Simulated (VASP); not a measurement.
## CuAu3: relaxation of cell and atoms with LDA

The system is CuAu3.

```
Cu Au
1.0
     3.93689    0.00000    0.00000
     0.00000    3.93689    0.00000
     0.00000    0.00000    3.93689
Cu Au
1 3
Direct
  0.00000 0.00000 0.00000
  0.00000 0.50000 0.50000
  0.50000 0.00000 0.50000
  0.50000 0.50000 0.00000
```

```
Program                : VASP 6.6.1
Task                   : relaxation of cell and atoms
Functional             : LDA
Potentials or basis    : VASP PAW LDA potentials, release 64 (Cu, Au)
Cutoff                 : 600 eV
k mesh                 : 10 × 10 × 10
Occupations            : fermi-dirac, width 0.15 eV
Spin                   : no spin polarisation
Dipole correction      : no
Further INCAR settings : ALGO = Fast; EDIFF = 1e-07; IBRION = 2; EDIFFG = -0.001; NSW = 80; ISIF = 3
```

```yaml
Relaxed_volume: 15.32 Å³/atom
Relaxed_cell: a = 3.942 Å, b = 3.942 Å, c = 3.942 Å, α = 90.00°, β = 90.00°, γ = 90.00°
Space_group_after_relaxing_to_0.05_Å: Pm-3m (No. 221)
Energy_gained_by_relaxing: 0.2 meV/atom
Ionic_steps: 3
Pressure_after_relaxing: 0.0 GPa
Band_gap_on_the_k_mesh: zero (band 22 reaches 10.50 eV, above the bottom of band 23 at 8.30 eV)
```

Step by step:
```csv
step,energy change (eV),largest force (eV/Å),pressure (GPa),volume (Å³)
1,0.0000,0.0000,0.83,61.02
2,0.0013,0.0000,-1.38,61.72
3,-0.0006,0.0000,0.00,61.27
```

Final structure:
```yaml
crystal:
  lattice:
    - [3.94238, 0.00000, 0.00000]
    - [0.00000, 3.94238, 0.00000]
    - [0.00000, 0.00000, 3.94238]
  atoms:
    - { symbol: Cu, position: [0.00000, 0.00000, 0.00000] }
    - { symbol: Au, position: [0.00000, 0.50000, 0.50000] }
    - { symbol: Au, position: [0.50000, 0.00000, 0.50000] }
    - { symbol: Au, position: [0.50000, 0.50000, 0.00000] }
```

Levels at points of the mesh, in eV from the Fermi level:
| k point | band 19 | band 20 | band 21 | band 22 | band 23 | band 24 | band 25 | band 26 |
| --- | --- | --- | --- | --- | --- | --- | --- | --- |
| (0.00, 0.00, 0.00) | -1.55 | -1.55 | -1.55 | 0.90 | 0.90 | 0.90 | 6.18 | 6.18 |
| (0.50, 0.00, 0.00) | -2.28 | -2.04 | -1.56 | -1.54 | 5.30 | 5.79 | 6.00 | 6.00 |
| (0.50, 0.50, 0.00) | -2.32 | -2.32 | -0.81 | -0.21 | -0.03 | -0.03 | 8.43 | 9.07 |
| (0.50, 0.50, 0.50) | -1.72 | -1.72 | -1.26 | -1.20 | -1.20 | -1.20 | 3.15 | 3.15 |

Run time: 2.8 min on 1 thread of Intel(R) Xeon(R) Platinum 8488C (Sapphire Rapids), with other jobs on the host, peak memory 0.23 GiB.

Caveat: spin-orbit coupling is left out, which moves the levels of the heavy elements.
